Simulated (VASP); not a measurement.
Here is a VASP 6.6.1 calculation.

The input POSCAR:

```
ScPt
1.0
    3.2700000000      0.0000000000      0.0000000000
    0.0000000000      3.2700000000      0.0000000000
    0.0000000000      0.0000000000      3.2700000000
Sc Pt
1 1
Direct
    0.5000000000      0.5000000000      0.5000000000
    0.0000000000      0.0000000000      0.0000000000
```

INCAR.step1

```
ALGO = Normal
EDIFF = 1E-4
ENCUT = 520
GGA = PE
ISMEAR = 0
LASPH = True
LCHARG = False
LREAL = False
LWAVE = True
NBANDS = 18
NELM = 80
PREC = Accurate
SIGMA = 0.1
```

File INCAR.step2:

```
ALGO = Normal
EDIFF = 1E-6
ENCUT = 520
ISIF = 2
ISMEAR = 0
ISTART = 1
LASPH = True
LCHARG = True
LELF = True
LMIXTAU = True
LREAL = False
LVHAR = True
LWAVE = False
METAGGA = R2SCAN
NBANDS = 18
NELM = 80
PREC = Accurate
SIGMA = 0.1
```

File KPOINTS:

```
k-points
0
Gamma
  12 12 12
```

Potentials or basis: VASP PAW PBE potentials, release 64 (Sc_sv, Pt).

Run with:

```sh
$ cat potpaw_PBE.64/Sc_sv/POTCAR potpaw_PBE.64/Pt/POTCAR > POTCAR
$ cp INCAR.step1 INCAR
$ mpirun -np 1 vasp_std > vasp.out
$ cp INCAR.step2 INCAR
$ mpirun -np 1 vasp_std > vasp.out
```

Problem. Predict the pressure.

Solution. 2.9 GPa.

Caveat: the PAW data sets were made with another functional, which shifts forces and pressure a little.
